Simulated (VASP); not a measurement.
GeS:

```
CELL_PARAMETERS angstrom
10.48100 0.00000 0.00000
0.00000 3.64600 0.00000
0.00000 0.00000 4.29900
ATOMIC_POSITIONS crystal
Ge 0.87790 0.75000 0.87230
Ge 0.62210 0.25000 0.37230
Ge 0.37790 0.75000 0.62770
Ge 0.12210 0.25000 0.12770
S 0.15050 0.75000 0.49770
S 0.34950 0.25000 0.99770
S 0.65050 0.75000 0.00230
S 0.84950 0.25000 0.50230
```

- Program: VASP 6.6.1
- Task: relaxation of cell and atoms
- Functional: r2SCAN
- Potentials or basis: VASP PAW PBE potentials, release 64 (Ge_d_GW, S_GW)
- Cutoff: 730 eV
- k mesh: 2 × 6 × 5
- Occupations: gaussian, width 0.03 eV
- Spin: no spin polarisation

At the start: pressure 1.1 GPa; volume 20.54 Å³/atom.

Where does the relaxation end?

Over 45 steps the energy falls by 11.1 meV/atom and the volume is 22.14 Å³/atom (+7.8 %); space group Pnma (No. 62, to 0.1 Å) before and after.

The path:
| step | energy change (eV) | largest force (eV/Å) | pressure (GPa) | volume (Å³) |
| --- | --- | --- | --- | --- |
| 1 | 0.0000 | 0.1353 | 1.08 | 164.28 |
| 3 | -0.0250 | 0.2725 | -0.88 | 170.94 |
| 5 | -0.0553 | 0.1340 | -0.66 | 173.54 |
| 7 | -0.0663 | 0.0800 | -0.37 | 176.24 |
| 9 | -0.0786 | 0.0648 | 0.26 | 174.71 |
| 11 | -0.0796 | 0.0711 | 0.50 | 174.19 |
| 13 | -0.0833 | 0.0371 | 0.07 | 175.17 |
| 15 | -0.0843 | 0.0361 | -0.03 | 176.15 |
| 17 | -0.0850 | 0.0220 | 0.03 | 176.42 |
| 19 | -0.0854 | 0.0108 | -0.01 | 177.22 |
| 21 | -0.0854 | 0.0099 | -0.02 | 177.26 |
| 23 | -0.0855 | 0.0074 | -0.02 | 177.27 |
| 25 | -0.0856 | 0.0054 | 0.02 | 177.19 |
| 27 | -0.0856 | 0.0054 | 0.03 | 177.18 |
| 29 | -0.0884 | 0.0049 | 0.03 | 177.22 |
| 31 | -0.0884 | 0.0049 | -0.04 | 177.27 |
| 33 | -0.0885 | 0.0085 | 0.04 | 177.11 |
| 35 | -0.0886 | 0.0086 | -0.01 | 177.17 |
| 37 | -0.0886 | 0.0064 | -0.02 | 177.20 |
| 39 | -0.0886 | 0.0076 | 0.02 | 177.11 |
| 41 | -0.0886 | 0.0073 | -0.03 | 177.24 |
| 43 | -0.0887 | 0.0054 | -0.01 | 177.18 |
| 45 | -0.0887 | 0.0036 | 0.01 | 177.15 |

Final structure:
```
Ge S
1.0
    10.84559    0.00000    0.00000
     0.00000    3.59194    0.00000
     0.00000    0.00000    4.54725
Ge S
4 4
Direct
  0.87152 0.75000 0.86689
  0.62848 0.25000 0.36689
  0.37152 0.75000 0.63311
  0.12848 0.25000 0.13311
  0.15550 0.75000 0.48450
  0.34450 0.25000 0.98450
  0.65550 0.75000 0.01550
  0.84450 0.25000 0.51550
```

Where two steps share one volume, the run began anew on that cell with a basis built for it.

Caveat: the PAW data sets were made with another functional, which shifts forces and pressure a little.
